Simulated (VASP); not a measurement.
# BaTiO3 (R3m) in VASP: single point with PBE

Aim: the single point of BaTiO3 with PBE.

Everything below comes from runs of VASP 6.6.1. Logs are shortened: lines on timing, memory, paths and dates and some standing lists are left out, and cuts for length are marked.

### Step 1. The cell of the first run

Symmetry: R3m, No. 160, trigonal system. The conventional cell has a = 5.766 Å, b = 5.766 Å, c = 7.090 Å, α = 90.00°, β = 90.00°, γ = 120.00°. Ba (site symmetry 3m) has 12 O at 2.79 to 3.00 Å and 8 Ti at 3.44 to 3.65 Å within 3.7 Å. Ti (site symmetry 3m) has 6 O at 1.86 to 2.24 Å within 2.5 Å. Within 2.5 Å of O (site symmetry m) lie 2 Ti at 1.86 to 2.24 Å.

### Step 2. Single point, PBE (13.61 Å³/atom)

File INCAR:

```
  PREC = Accurate
  ENCUT = 910
  EDIFF = 1E-6
  ISMEAR = -1
  SIGMA = 0.02
  LREAL = F
  LASPH = T
  NELM = 120
  ALGO = Normal
  ISIF = 2
  LWAVE = F
  LCHARG = F
  GGA = PE
  NBANDS = 28
  GGA_COMPAT = F
```

File KPOINTS:

```
Automatic mesh
0
Gamma
  8 8 8
```

File POSCAR:

```
BaTiO3
1.0
    2.8831256538      1.6645733723      2.3631892791
   -2.8831256538      1.6645733723      2.3631892791
    0.0000000000     -3.3291467446      2.3631892791
Ba Ti O
1 1 3
Direct
   -0.0058409910     -0.0058409910     -0.0058409910
    0.4790600714      0.4790600714      0.4790600714
    0.5118193499      0.5118193499      0.0244422198
    0.0244422198      0.5118193499      0.5118193499
    0.5118193499      0.0244422198      0.5118193499
```

Potentials or basis: VASP PAW PBE potentials, release 64 (Ba_sv, Ti_sv, O_h).

Launch:

```sh
cat potpaw_PBE.64/Ba_sv/POTCAR potpaw_PBE.64/Ti_sv/POTCAR potpaw_PBE.64/O_h/POTCAR > POTCAR
mpirun -np 1 vasp_std > vasp.out
```

OUTCAR:

```text
PREC = Accurate
   ENCUT = 910
   EDIFF = 1E-6
   ISMEAR = -1
   LREAL = F
   LASPH = T
   NELM = 120
   ISIF = 2
   GGA = PE

 ion  position               nearest neighbor table
   1  0.994  0.994  0.994-   3 2.79   4 2.79   5 2.79   4 2.89   5 2.89   5 2.89   4 2.89   3 2.89
                             3 2.89   3 3.00   4 3.00   5 3.00   2 3.44   2 3.50   2 3.50   2 3.50
   2  0.479  0.479  0.479-   3 1.86   4 1.86   5 1.86   1 3.44   1 3.50   1 3.50   1 3.50   1 3.57
                             1 3.57   1 3.57   1 3.65
   3  0.512  0.512  0.024-   2 1.86   1 2.79   1 2.89   1 2.89   1 3.00
   4  0.024  0.512  0.512-   2 1.86   1 2.79   1 2.89   1 2.89   1 3.00
   5  0.512  0.024  0.512-   2 1.86   1 2.79   1 2.89   1 2.89   1 3.00

  LATTYP: Found a trigonal (rhomboedric) cell.
 ALAT       =     4.0826317023
 COS(alpha) =     0.0025830844

  Lattice vectors:

 A1 = (   2.8831256538,   1.6645733723,   2.3631892791)
 A2 = (  -2.8831256538,   1.6645733723,   2.3631892791)
 A3 = (   0.0000000000,  -3.3291467446,   2.3631892791)

Analysis of symmetry for initial positions (statically):
=====================================================================
 Subroutine PRICEL returns:
 Original cell was already a primitive cell.

 Routine SETGRP: Setting up the symmetry group for a
 trigonal (rhombohedral) supercell.

 Subroutine GETGRP returns: Found  6 space group operations
 (whereof  6 operations were pure point group operations)
 out of a pool of 12 trial point group operations.

The static configuration has the point symmetry C_3v.

Analysis of symmetry for dynamics (positions and initial velocities):
=====================================================================
 Subroutine PRICEL returns:
 Original cell was already a primitive cell.

 Routine SETGRP: Setting up the symmetry group for a
 trigonal (rhombohedral) supercell.

 Subroutine GETGRP returns: Found  6 space group operations
 (whereof  6 operations were pure point group operations)
 out of a pool of 12 trial point group operations.

The dynamic configuration has the point symmetry C_3v.

 Subroutine INISYM returns: Found  6 space group operations
 (whereof  6 operations are pure point group operations),
 and found     1 'primitive' translations

----------------------------------------------------------------------------------------

                                     Primitive cell

[... 96 lines left out ...]
   EDIFF  = 0.1E-05   stopping-criterion for ELM
   LREAL  =      F    real-space projection
   EDIFFG = 0.1E-04   stopping-criterion for IOM
   NSW    =      0    number of steps for IOM
   IBRION =     -1    ionic relax: 0-MD 1-quasi-New 2-CG
   NFREE  =      0    steps in history (QN), initial steepest desc. (CG)
   ISIF   =      2    stress and relaxation
   ISYM   =      2    0-nonsym 1-usesym 2-fastsym
   POTIM  = 0.5000    time-step for ionic-motion
   TEBEG  =    0.0;   TEEND  =   0.0 temperature during run
   PSTRESS=    0.0 pullay stress
   NELECT =      40.0000    total number of electrons
   NUPDOWN=      -1.0000    fix difference up-down
   EMIN   =  10.00;   EMAX   =-10.00  energy-range for DOS
   EFERMI =   0.00;   METHOD = LEGACY
   ISMEAR =    -1;   SIGMA  =   0.02  broadening in eV -4-tet -1-fermi 0-gaus
   EFERMI_NEDOS =   21; number of points for ismear=-14 and -15
   IALGO  =     38    algorithm
   IMIX   =      4    mixing-type and parameters
     AMIX     =   0.40;   BMIX     =  1.00
     AMIX_MAG =   1.60;   BMIX_MAG =  1.00
  volume/ion in A,a.u.               =      13.61        91.84
  Fermi-wavevector in a.u.,A,eV,Ry     =   1.371375  2.591522 25.588042  1.880668
  Thomas-Fermi vector in A             =   2.497077
   LORBIT       =      0    0 simple, 1 ext, 2 COOP (PROOUT), +10 PAW based schemes
   GGA     = PE    functional components
   LHFCALC =     F    Hartree Fock is set to
   AEXX    =    0.0000 exact exchange contribution
   IVDW    =     0    specifies the selected vdW correction
   LEPSILON=     F    determine dielectric tensor
   LRPA    =     F    only Hartree local field effects (RPA)
 non-spin polarized calculation
  energy-cutoff  :      910.00
  volume of cell :       68.05
 maximum number of plane-waves:      4261
   NGX = 21   NGY = 21   NGZ = 21

 number of electron      39.9999998 magnetization

 Free energy of the ion-electron system (eV)
  ---------------------------------------------------
  ext. energy  EPLUGINS =         0.00000000
  ---------------------------------------------------
  free energy    TOTEN  =       -40.08537329 eV

  energy without entropy =      -40.08537329  energy(sigma->0) =      -40.08537329

 E-fermi :   4.0529     XC(G=0): -10.9183

 val. band max:        3.6359115462   @ k =   0.5000   0.5000   0.5000
 cond. band min:       6.2948318217   @ k =   0.1250   0.0000  -0.0000
 fundamental gap:      2.6589202755
 Fermi energy:         4.0529164963

 k-point     1 :       0.0000    0.0000    0.0000
  band No.  band energies     occupation
      1     -52.6443      2.00000
      2     -28.9060      2.00000
      3     -28.8967      2.00000
      4     -28.8967      2.00000
      5     -21.3090      2.00000
      6     -13.0227      2.00000
[... 733 lines left out ...]
     27      10.9509      0.00000
     28      12.0323      0.00000

 [... further k-points ...]

------------------------ aborting loop because EDIFF is reached ----------------------------------------

  FORCE on cell =-STRESS in cart. coord.  units (eV):
  Direction    XX          YY          ZZ          XY          YZ          ZX
  --------------------------------------------------------------------------------------
  -------------------------------------------------------------------------------------
  Total       -0.3448370     -0.3448370      0.0961396     -0.0000000     -0.0000000      0.0000000
  in kB       -8.1191056     -8.1191056      2.2635839     -0.0000000     -0.0000000      0.0000000
  external PRESSURE =      -4.6582091 kB  Pullay stress =       0.0000000 kB

 VOLUME and BASIS-vectors are now :
 -----------------------------------------------------------------------------
  energy-cutoff  :      910.00
  volume of cell :       68.05
      direct lattice vectors                 reciprocal lattice vectors
     2.883125654  1.664573372  2.363189279     0.173422896  0.100125756  0.141052321
    -2.883125654  1.664573372  2.363189279    -0.173422896  0.100125756  0.141052321
     0.000000000 -3.329146745  2.363189279     0.000000000 -0.200251511  0.141052321

 POSITION                                       TOTAL-FORCE (eV/Angst)
 -----------------------------------------------------------------------------------
      0.00000      0.00000      7.04816         0.000000      0.000000      0.039532
      0.00000      0.00000      3.39633         0.000000      0.000000      0.054813
      0.00000      1.62255      2.47681         0.000000      0.014813     -0.031449
     -1.40517     -0.81127      2.47681        -0.012829     -0.007407     -0.031449
      1.40517     -0.81127      2.47681         0.012829     -0.007407     -0.031449
 -----------------------------------------------------------------------------------
    total drift:                               -0.000000      0.000002     -0.000824

  FREE ENERGIE OF THE ION-ELECTRON SYSTEM (eV)
  ---------------------------------------------------
  free  energy   TOTEN  =       -40.0853732885 eV

  energy  without entropy=      -40.0853732885  energy(sigma->0) =      -40.08537329
```

Wall time 2.5 min (1 thread of AMD EPYC 9R45 (Zen 5), shared host); peak memory 0.41 GiB.

Results:

```yaml
Free_energy: -40.0854 eV
Pressure: -0.5 GPa
Largest_force: 0.055 eV/Å
Band_gap_on_the_k_mesh: 2.66 eV (least direct gap 3.17 eV)
```

Forces on the atoms (eV/Å):
```
Ba   0.000  0.000  0.040
Ti   0.000  0.000  0.055
O    0.000  0.015 -0.031
O   -0.013 -0.007 -0.031
O    0.013 -0.007 -0.031
```

Stress tensor (GPa, compression positive):
```
-0.81  0.00  0.00
 0.00 -0.81  0.00
 0.00  0.00  0.23
```

Levels at points of the mesh, in eV from the valence-band top:
```
           k point  band 18  band 19  band 20  band 21  band 22  band 23
(0.00, 0.00, 0.00)    -0.73    -0.61    -0.61     2.67     2.67     2.84
(0.50, 0.00, 0.00)    -1.48    -1.07    -0.91     2.82     3.71     3.88
(0.50, 0.50, 0.00)    -0.92    -0.85    -0.09     3.79     3.83     4.12
(0.50, 0.50, 0.50)    -0.05    -0.05     0.00     4.10     4.36     4.36
```

Caveat: spin-orbit coupling is left out, which moves the levels of the heavy elements.
